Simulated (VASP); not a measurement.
Here is a VASP 6.6.1 calculation.

POSCAR

```
BP
1.0
    0.0000000000      2.0789946821      2.7026930868
    2.0789946821      0.0000000000      2.7026930868
    2.0789946821      2.0789946821      0.0000000000
B P
1 1
Direct
    0.0000000000      0.0000000000      0.0000000000
    0.7500000000      0.7500000000      0.7500000000
```

Contents of INCAR.step1:

```
SYSTEM = BP
  ALGO = Normal
  EDIFF = 1E-4
  ENCUT = 520
  GGA = PE
  ISMEAR = 0
  LASPH = .TRUE.
  LCHARG = .FALSE.
  LREAL = .FALSE.
  LWAVE = .TRUE.
  NBANDS = 11
  NELM = 60
  PREC = Accurate
  SIGMA = 0.05
```

File INCAR.step2:

```
SYSTEM = BP
  ALGO = Normal
  EDIFF = 1E-6
  ENCUT = 520
  ISIF = 2
  ISMEAR = 0
  ISTART = 1
  LASPH = .TRUE.
  LCHARG = .FALSE.
  LMIXTAU = .TRUE.
  LREAL = .FALSE.
  LWAVE = .FALSE.
  METAGGA = R2SCAN
  NBANDS = 11
  NELM = 60
  PREC = Accurate
  SIGMA = 0.05
```

The input KPOINTS:

```
k-points
0
G
  12 12 12
  0 0 0
```

Potentials or basis: VASP PAW PBE potentials, release 64 (B, P).

Run with:

```sh
$ cat potpaw_PBE.64/B/POTCAR potpaw_PBE.64/P/POTCAR > POTCAR
$ cp INCAR.step1 INCAR
$ mpirun -np 1 vasp_std > vasp.out
$ cp INCAR.step2 INCAR
$ mpirun -np 1 vasp_std > vasp.out
```

Problem. Predict the band gap on the k mesh.

Solution. Zero (bands 4 and 5 overlap by 0.74 eV).

Problem. Estimate the pressure.

Solution. -0.8 GPa.

Stress tensor (GPa, compression positive):
```
 31.21   0.00   0.00
  0.00  31.21   0.00
  0.00   0.00 -64.79
```

Caveat: the stress differs along the axes, from -65 to 31 GPa; semilocal functionals underestimate gaps, and a narrow one can read as zero; the PAW data sets were made with another functional, which shifts forces and pressure a little.
